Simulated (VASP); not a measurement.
CaC2: single point with LDA

Crystal: CaC2.

```xyz
3
Lattice="1.9444 1.1226 3.9539 -1.9444 1.1226 3.9539 0.0000 -2.2452 3.9539" Properties=species:S:1:pos:R:3 pbc="T T T"
Ca    0.0000    0.0000    0.0000
C     0.0000    0.0000    6.5585
C     0.0000    0.0000    5.3032
```

```json
{
 "Program": "VASP 6.6.1",
 "Task": "single point",
 "Functional": "LDA",
 "Potentials or basis": "VASP PAW LDA potentials, release 64 (Ca_sv, C)",
 "Cutoff": "520 eV",
 "k mesh": "6 × 6 × 6",
 "Occupations": "gaussian, width 0.1 eV",
 "Spin": "no spin polarisation"
}
```

| Item | Value |
| --- | --- |
| Pressure | -5.0 GPa |
| Largest force | 0.308 eV/Å |
| Band gap on the k mesh | 2.53 eV, indirect (least direct gap 3.83 eV) |

Forces in eV/Å, atoms in the order of the input:
```
Ca   0.000  0.000  0.000
C    0.000  0.000 -0.308
C    0.000  0.000  0.308
```

Stress tensor (GPa, compression positive):
```
-4.61  0.00  0.00
 0.00 -4.61  0.00
 0.00  0.00 -5.76
```

Levels at points of the mesh, in eV from the valence-band top:
| k point | band 6 | band 7 | band 8 | band 9 | band 10 | band 11 | band 12 | band 13 |
| --- | --- | --- | --- | --- | --- | --- | --- | --- |
| (0.00, 0.00, 0.00) | -2.81 | -2.70 | -0.81 | -0.81 | 3.03 | 3.03 | 4.11 | 5.41 |
| (0.50, 0.00, 0.00) | -3.82 | -2.77 | -1.54 | -1.16 | 4.92 | 4.98 | 5.10 | 6.12 |
| (0.50, 0.50, 0.00) | -3.58 | -2.10 | -1.31 | -1.31 | 2.53 | 3.95 | 4.64 | 6.81 |
| (0.50, 0.50, 0.50) | -5.03 | -1.50 | -1.50 | 0.00 | 5.52 | 5.61 | 5.81 | 5.81 |

Run time: 19 s on 1 thread of Intel(R) Xeon(R) 6975P-C (Granite Rapids), with other jobs on the host, peak memory 0.17 GiB.

A k mesh can miss the band edges. LDA gaps usually lie below the measured ones, often by a third to a half.
